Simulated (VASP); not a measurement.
# Mo3HS6 in VASP: single point with PBEsol

Aim: the single point of Mo3HS6 with PBEsol.

Everything below comes from runs of VASP 6.6.1. Logs are shortened: lines on timing, memory, paths and dates and some standing lists are left out, and cuts for length are marked.

### Step 1. The cell of the first run

The cell holds a slab with vacuum, 10 atoms: a = 3.120 Å, b = 6.347 Å, c = 25.660 Å, α = 90.00°, β = 90.00°, γ = 104.23°.

### Step 2. Single point, PBEsol

File INCAR:

```
PREC     = Accurate       # precision mode
ENCUT    = 520            # plane-wave cutoff, eV
EDIFF    = 1E-6           # SCF threshold, eV
ISMEAR   = 0              # smearing method
SIGMA    = 0.1            # smearing width, eV
LREAL    = False          # projectors in reciprocal space
LASPH    = True           # aspherical terms in the spheres
NELM     = 80             # most SCF steps
ALGO     = Normal         # electronic algorithm
ISIF     = 2              # what is computed and relaxed
LWAVE    = False          # write WAVECAR
LCHARG   = False          # write CHGCAR
LDIPOL   = True         
IDIPOL   = 3            
DIPOL    = 0.5 0.5 0.479
GGA      = PS             # functional
NBANDS   = 50             # bands
ISYM     = 0
```

File KPOINTS:

```
Automatic mesh
0
Gamma
  10 5 1
```

File POSCAR:

```
Mo3HS6
1.0
    3.1204068985      0.0000000000      0.0000000000
   -1.5602034492      6.1523257957      0.0000000000
    0.0000000000      0.0000000000     25.6597815141
S Mo H
6 3 1
Direct
    0.8927222995      0.7854433174      0.3312576919
    0.1715897680      0.3431782543      0.3824398182
    0.4248776924      0.8497541032      0.4354374436
    0.7047333470      0.4094654124      0.4861970894
    0.9628709171      0.9257405526      0.5411345583
    0.1730196972      0.3460381128      0.6172031673
    0.5321560338      0.0643107859      0.3568487551
    0.0634221066      0.1268429315      0.4560351157
    0.6028616923      0.2057221030      0.5588565878
    0.6730196972      0.3460381128      0.6209582125
```

Potentials or basis: VASP PAW PBE potentials, release 64 (S, Mo_sv, H).

The run is started by

```console
$ cat potpaw_PBE.64/S/POTCAR potpaw_PBE.64/Mo_sv/POTCAR potpaw_PBE.64/H/POTCAR > POTCAR
$ mpirun -np 1 vasp_std > vasp.out
```

OUTCAR:

```text
PREC = Accurate
   ENCUT = 520
   EDIFF = 1E-6
   ISMEAR = 0
   LREAL = False
   LASPH = True
   NELM = 80
   ISIF = 2
   GGA = PS
   ISYM = 0

 ion  position               nearest neighbor table
   1  0.893  0.785  0.331-   7 2.41   7 2.41
   2  0.172  0.343  0.382-   8 2.31   7 2.41   7 2.41
   3  0.425  0.850  0.435-   8 2.37   8 2.37   7 2.41
   4  0.705  0.409  0.486-   9 2.25   8 2.46   8 2.46
   5  0.963  0.926  0.541-   9 2.37   9 2.37   8 2.51
   6  0.173  0.346  0.617-  10 1.56  10 1.56   9 2.33   9 2.33
   7  0.532  0.064  0.357-   3 2.41   2 2.41   2 2.41   1 2.41   1 2.41   8 3.01   8 3.01
   8  0.063  0.127  0.456-   2 2.31   3 2.37   3 2.37   4 2.46   4 2.46   5 2.51   7 3.01   7 3.01
                             9 3.10   9 3.10
   9  0.603  0.206  0.559-  10 1.81   4 2.25   6 2.33   6 2.33   5 2.37   5 2.37   8 3.10   8 3.10

  10  0.673  0.346  0.621-   6 1.56   6 1.56   9 1.81

IMPORTANT INFORMATION: All symmetrisations will be switched off!
NOSYMM: (Re-)initialisation of all symmetry stuff for point group C_1.

----------------------------------------------------------------------------------------

                                     Primitive cell

  volume of cell :     492.6103

  direct lattice vectors                    reciprocal lattice vectors
     3.120406899  0.000000000  0.000000000     0.320471026  0.081270078  0.000000000
    -1.560203449  6.152325796  0.000000000     0.000000000  0.162540157  0.000000000
     0.000000000  0.000000000 25.659781514     0.000000000  0.000000000  0.038971493

  length of vectors
     3.120406899  6.347073932 25.659781514     0.330615342  0.162540157  0.038971493

  position of ions in fractional coordinates (direct lattice)
     0.892722300  0.785443317  0.331257692
     0.171589768  0.343178254  0.382439818
     0.424877692  0.849754103  0.435437444
     0.704733347  0.409465412  0.486197089
     0.962870917  0.925740553  0.541134558
     0.173019697  0.346038113  0.617203167
     0.532156034  0.064310786  0.356848755
     0.063422107  0.126842932  0.456035116
     0.602861692  0.205722103  0.558856588
     0.673019697  0.346038113  0.620958212

  ion indices of the primitive-cell ions
   primitive index   ion index
                 1           1
                 2           2
                 3           3
                 4           4
                 5           5
                 6           6
                 7           7
                 8           8
                 9           9
                10          10

----------------------------------------------------------------------------------------

 KPOINTS: Automatic mesh

Automatic generation of k-mesh.
 Grid dimensions read from file:
 generate k-points for:   10    5    1

 Generating k-lattice:

  Cartesian coordinates                     Fractional coordinates (reciprocal lattice)
     0.032047103  0.008127008  0.000000000     0.100000000  0.000000000  0.000000000
     0.000000000  0.032508031  0.000000000     0.000000000  0.200000000  0.000000000
     0.000000000  0.000000000  0.038971493     0.000000000  0.000000000  1.000000000

  Length of vectors
     0.033061534  0.032508031  0.038971493

  Shift w.r.t. Gamma in fractional coordinates (k-lattice)
     0.000000000  0.000000000  0.000000000

 -----------------------------------------------------------------------------
|                                                                             |
|           W    W    AA    RRRRR   N    N  II  N    N   GGGG   !!!           |
|           W    W   A  A   R    R  NN   N  II  NN   N  G    G  !!!           |
|           W    W  A    A  R    R  N N  N  II  N N  N  G       !!!           |
|           W WW W  AAAAAA  RRRRR   N  N N  II  N  N N  G  GGG   !            |
|           WW  WW  A    A  R   R   N   NN  II  N   NN  G    G                |
|           W    W  A    A  R    R  N    N  II  N    N   GGGG   !!!           |
|                                                                             |
|     Your reciprocal lattice and k-lattice belong to different lattice       |
|     classes:                                                                |
|                                                                             |
|        The reciprocal lattice is base centered orthorhombic,                |
|        whereas your k-lattice is simple monoclinic.                         |
|                                                                             |
|     Results are often still useful ...                                      |
|                                                                             |
 -----------------------------------------------------------------------------

 WARNING: IBZKPT: internal override: KBLOWUP is changed to .FALSE.
      ... skipping the blow-up phase ...

 Subroutine IBZKPT returns following result:
 ===========================================

 Found     26 irreducible k-points:

 Following reciprocal coordinates:
            Coordinates               Weight
  0.000000  0.000000  0.000000      1.000000
  0.100000 -0.000000  0.000000      2.000000
  0.200000 -0.000000  0.000000      2.000000
  0.300000 -0.000000  0.000000      2.000000
  0.400000 -0.000000  0.000000      2.000000
  0.500000 -0.000000  0.000000      1.000000
[... 16 lines left out ...]
 -0.400000  0.400000  0.000000      2.000000
 -0.300000  0.400000  0.000000      2.000000
 [... further k-points ...]
   k-points           NKPTS =     26   k-points in BZ     NKDIM =     26   number of bands    NBANDS=     50
   number of dos      NEDOS =    301   number of ions     NIONS =     10
   total plane-waves  NPLWV = 221184
   dimension x,y,z NGX =    24 NGY =   48 NGZ =  192
   dimension x,y,z NGXF=    48 NGYF=   96 NGZF=  384
   ions per type =               6   3   1
   NGX,Y,Z   is equivalent  to a cutoff of  12.79, 12.57, 12.44 a.u.
   NGXF,Y,Z  is equivalent  to a cutoff of  25.57, 25.14, 24.88 a.u.
 SYSTEM =  unknown system
   PREC   = accura    normal or accurate (medium, high low for compatibility)
   ISTART =      0    job   : 0-new  1-cont  2-samecut
   ICHARG =      2    charge: 1-file 2-atom 10-const
   ISPIN  =      1    spin polarized calculation?
   LNONCOLLINEAR =      F non collinear calculations
   LSORBIT =      F    spin-orbit coupling
   LASPH  =      T    aspherical Exc in radial PAW
   ENCUT  =  520.0 eV  38.22 Ry    6.18 a.u.   5.80 11.80 47.71*2*pi/ulx,y,z
   NELM   =     80;   NELMIN=  2; NELMDL= -5     # of ELM steps
   EDIFF  = 0.1E-05   stopping-criterion for ELM
   LREAL  =      F    real-space projection
   EDIFFG = 0.1E-04   stopping-criterion for IOM
   NSW    =      0    number of steps for IOM
   IBRION =     -1    ionic relax: 0-MD 1-quasi-New 2-CG
   NFREE  =      0    steps in history (QN), initial steepest desc. (CG)
   ISIF   =      2    stress and relaxation
   ISYM   =      0    0-nonsym 1-usesym 2-fastsym
   POTIM  = 0.5000    time-step for ionic-motion
   TEBEG  =    0.0;   TEEND  =   0.0 temperature during run
   PSTRESS=    0.0 pullay stress
   NELECT =      79.0000    total number of electrons
   NUPDOWN=      -1.0000    fix difference up-down
   EMIN   =  10.00;   EMAX   =-10.00  energy-range for DOS
   EFERMI =   0.00;   METHOD = LEGACY
   ISMEAR =     0;   SIGMA  =   0.10  broadening in eV -4-tet -1-fermi 0-gaus
   EFERMI_NEDOS =   21; number of points for ismear=-14 and -15
   IALGO  =     38    algorithm
   IMIX   =      4    mixing-type and parameters
     AMIX     =   0.40;   BMIX     =  1.00
     AMIX_MAG =   1.60;   BMIX_MAG =  1.00
  volume/ion in A,a.u.               =      49.26       332.43
  Fermi-wavevector in a.u.,A,eV,Ry     =   0.889439  1.680795 10.763585  0.791101
  Thomas-Fermi vector in A             =   2.010999
   LORBIT       =      0    0 simple, 1 ext, 2 COOP (PROOUT), +10 PAW based schemes
   GGA     = PS    functional components
   LHFCALC =     F    Hartree Fock is set to
   AEXX    =    0.0000 exact exchange contribution
   IVDW    =     0    specifies the selected vdW correction
   LEPSILON=     F    determine dielectric tensor
   LRPA    =     F    only Hartree local field effects (RPA)
 non-spin polarized calculation
 Gauss-broadening in eV      SIGMA  =   0.10
  energy-cutoff  :      520.00
  volume of cell :      492.61
 maximum number of plane-waves:     13305
   NGX = 11   NGY = 23   NGZ = 95

 dipolmoment           0.000000      0.000000      0.021469 electrons x Angstroem

 number of electron      79.0000003 magnetization

 dipolmoment           0.000000      0.000000     -0.060722 electrons x Angstroem

 Free energy of the ion-electron system (eV)
  ---------------------------------------------------
  ext. energy  EPLUGINS =         0.00000000
  ---------------------------------------------------
  free energy    TOTEN  =       -68.06298025 eV

  energy without entropy =      -68.03715022  energy(sigma->0) =      -68.05006523

 E-fermi :  -0.5413     XC(G=0):  -4.2234

 val. band max:       -0.5535793854   @ k =   0.5000   0.4000   0.0000
 cond. band min:      -0.4884690090   @ k =   0.5000   0.2000   0.0000
 fundamental gap:      0.0651103764
 Fermi energy:        -0.5412611345

 k-point     1 :       0.0000    0.0000    0.0000
  band No.  band energies     occupation
      1     -62.2193      2.00000
      2     -62.1316      2.00000
      3     -61.8505      2.00000
      4     -36.6794      2.00000
      5     -36.4287      2.00000
      6     -36.3513      2.00000
[... 42 lines left out ...]
     49       2.2721      0.00000
     50       2.6326      0.00000

 k-point     2 :       0.1000   -0.0000    0.0000
  band No.  band energies     occupation
      1     -62.2169      2.00000
      2     -62.1292      2.00000
      3     -61.8483      2.00000
      4     -36.6728      2.00000
      5     -36.4252      2.00000
      6     -36.3473      2.00000
[... 42 lines left out ...]
     49       2.3499      0.00000
     50       2.4109      0.00000

 k-point     3 :       0.2000   -0.0000    0.0000
  band No.  band energies     occupation
      1     -62.2104      2.00000
      2     -62.1228      2.00000
      3     -61.8425      2.00000
      4     -36.6564      2.00000
      5     -36.4201      2.00000
      6     -36.3471      2.00000
[... 42 lines left out ...]
     49       2.1595      0.00000
     50       2.4271      0.00000

 k-point     4 :       0.3000   -0.0000    0.0000
  band No.  band energies     occupation
      1     -62.2024      2.00000
      2     -62.1150      2.00000
      3     -61.8354      2.00000
      4     -36.6381      2.00000
      5     -36.4657      2.00000
      6     -36.3987      2.00000
[... 999 lines left out ...]
 k-point    23 :      -0.4000    0.4000    0.0000
  band No.  band energies     occupation
      1     -62.1959      2.00000
      2     -62.1086      2.00000
      3     -61.8296      2.00000
      4     -36.6262      2.00000
      5     -36.5437      2.00000
      6     -36.4464      2.00000
[... 42 lines left out ...]
     49       3.0903      0.00000
     50       3.3799      0.00000

 k-point    24 :      -0.3000    0.4000    0.0000
  band No.  band energies     occupation
      1     -62.2024      2.00000
      2     -62.1150      2.00000
      3     -61.8354      2.00000
      4     -36.6381      2.00000
      5     -36.4657      2.00000
      6     -36.3987      2.00000
[... 42 lines left out ...]
     49       2.5857      0.00000
     50       2.8773      0.00000

 [... further k-points ...]

------------------------ aborting loop because EDIFF is reached ----------------------------------------

 vacuum level on the upper side and lower side of the slab       (xc-potential included)        -0.408         0.139

  FORCE on cell =-STRESS in cart. coord.  units (eV):
  Direction    XX          YY          ZZ          XY          YZ          ZX
  --------------------------------------------------------------------------------------
  -------------------------------------------------------------------------------------
  Total        4.9192093      0.0970341     -1.0248078      0.0002842      0.9371260      0.0000301
  in kB       15.9993512      0.3155959     -3.3331087      0.0009244      3.0479303      0.0000979
  external PRESSURE =       4.3272795 kB  Pullay stress =       0.0000000 kB

 VOLUME and BASIS-vectors are now :
 -----------------------------------------------------------------------------
  energy-cutoff  :      520.00
  volume of cell :      492.61
      direct lattice vectors                 reciprocal lattice vectors
     3.120406899  0.000000000  0.000000000     0.320471026  0.081270078  0.000000000
    -1.560203449  6.152325796  0.000000000     0.000000000  0.162540157  0.000000000
     0.000000000  0.000000000 25.659781514     0.000000000  0.000000000  0.038971493

 POSITION                                       TOTAL-FORCE (eV/Angst)
 -----------------------------------------------------------------------------------
      1.56021      4.83230      8.50000        -0.000091      1.596453     -0.580075
      0.00000      2.11134      9.81332         0.000061      0.918901     -1.306388
      0.00000      5.22796     11.17323         0.000134      0.280945     -1.253751
      1.56021      2.51916     12.47571        -0.000087      0.252160     -0.169057
      1.56021      5.69546     13.88539         0.000082     -0.101831      0.261082
      0.00000      2.12894     15.83730         0.000091      0.574094      1.319428
      1.56021      0.39566      9.15666         0.000023     -2.928861      2.789254
      0.00000      0.78038     11.70176        -0.000197      0.086923      0.724415
      1.56021      1.26567     14.34014         0.000099     -0.629672     -1.772603
      1.56021      2.12894     15.93365        -0.000116     -0.049111     -0.012303
 -----------------------------------------------------------------------------------
    total drift:                                0.000276      0.000170     -0.000212

  FREE ENERGIE OF THE ION-ELECTRON SYSTEM (eV)
  ---------------------------------------------------
  free  energy   TOTEN  =       -68.0629802487 eV

  energy  without entropy=      -68.0371502187  energy(sigma->0) =      -68.05006523

 vacuum level on the upper side and lower side of the slab         3.656         4.225
```

Wall time 29 min (1 thread of Oxide Virtual Turin-like, shared host); peak memory 0.76 GiB.

What came out:

- Free energy: -68.0630 eV
- Largest force: 4.045 eV/Å

Forces on the atoms (eV/Å):
```
S    0.000  1.596 -0.580
S    0.000  0.919 -1.306
S    0.000  0.281 -1.254
S    0.000  0.252 -0.169
S    0.000 -0.102  0.261
S    0.000  0.574  1.319
Mo   0.000 -2.929  2.789
Mo   0.000  0.087  0.724
Mo   0.000 -0.630 -1.773
H    0.000 -0.049 -0.012
```

Caveat: the PAW data sets were made with another functional, which shifts forces and pressure a little.
